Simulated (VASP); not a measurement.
The system is NbP.

```
Nb P
1.0
    -1.66918    1.66918    5.73202
     1.66918   -1.66918    5.73202
     1.66918    1.66918   -5.73202
Nb P
2 2
Direct
  0.74982 0.74982 0.00000
  0.49982 0.99982 0.50000
  0.33281 0.33281 0.00000
  0.08281 0.58281 0.50000
```

Base run:

| Property | Result |
| --- | --- |
| Program | VASP 6.6.1 |
| Functional | LDA |
| Potentials or basis | VASP PAW LDA potentials, release 64 (Nb_sv, P) |
| Cutoff | 520 eV |
| k mesh | 10 × 10 × 10 |
| Occupations | fermi-dirac, width 0.02 eV |
| Spin | no spin polarisation |

Its results: band gap on the k mesh zero (bands 18 and 19 overlap by 0.17 eV); pressure -8.0 GPa; largest force 0.017 eV/Å.

**Question.** The run is repeated on the same cell with these changes: functional from LDA to PBE; potentials or basis from VASP PAW LDA potentials, release 64 (Nb_sv, P) to VASP PAW PBE potentials, release 64 (Nb_sv, P). What comes out?

**Answer.** Band gap on the k mesh zero (bands 18 and 19 overlap by 0.16 eV); pressure 0.1 GPa; largest force 0.016 eV/Å.

Caveats: the cell stands under tension (at least some runs).
